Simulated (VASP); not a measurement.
**Ge2Sb2Te5: single point with PBE**

Crystal: Ge2Sb2Te5.

```
CELL_PARAMETERS angstrom
4.26400 0.00000 0.00000
-2.13200 3.69273 0.00000
0.00000 0.00000 18.08655
ATOMIC_POSITIONS crystal
Ge 0.00000 0.00000 0.33147
Ge 0.00000 0.00000 0.66853
Sb 0.33333 0.66667 0.11216
Sb 0.66667 0.33333 0.88784
Te 0.00000 0.00000 0.00000
Te 0.33333 0.66667 0.79136
Te 0.66667 0.33333 0.20864
Te 0.33333 0.66667 0.40975
Te 0.66667 0.33333 0.59025
```

* Program: VASP 6.6.1
* Task: single point
* Functional: PBE
* Potentials or basis: VASP PAW PBE potentials, release 64 (Ge_d, Sb, Te)
* Cutoff: 520 eV
* k mesh: 12 × 12 × 2
* Occupations: gaussian, width 0.03 eV
* Spin: no spin polarisation

```json
{"Pressure": "0.0 GPa", "Largest force": "0.027 eV/Å", "Band gap on the k mesh": "0.02 eV, direct"}
```

Forces in eV/Å, atoms in the order of the input:
```
Ge   0.000  0.000 -0.005
Ge   0.000  0.000  0.005
Sb   0.000  0.000 -0.027
Sb   0.000  0.000  0.027
Te   0.000  0.000  0.000
Te   0.000  0.000 -0.013
Te   0.000  0.000  0.013
Te   0.000  0.000  0.012
Te   0.000  0.000 -0.012
```

Levels at points of the mesh, in eV from the valence-band top:
```
           k point  band 31  band 32  band 33  band 34  band 35  band 36  band 37  band 38
(0.00, 0.00, 0.00)    -1.43    -1.32    -1.17    -0.14     0.11     0.11     0.13     1.01
(0.50, 0.00, 0.00)    -1.96    -1.79    -1.31    -1.26     0.35     0.42     0.64     1.33
(0.00, 0.00, 0.50)    -1.48    -1.48    -1.04    -0.15     0.13     0.13     0.14     0.97
(0.50, 0.00, 0.50)    -2.09    -1.95    -1.73    -0.75     0.03     0.57     0.82     1.49
```

Run time: 12 min on 1 thread of Intel(R) Xeon(R) Platinum 8375C CPU @ 2.90GHz (Ice Lake), on a shared host, peak memory 0.65 GiB.

Caveat: spin-orbit coupling is left out, which moves the levels of the heavy elements; this functional lacks dispersion, which binds the layers, so the pressure and a relaxed spacing across them are unreliable. A k mesh can miss the band edges.
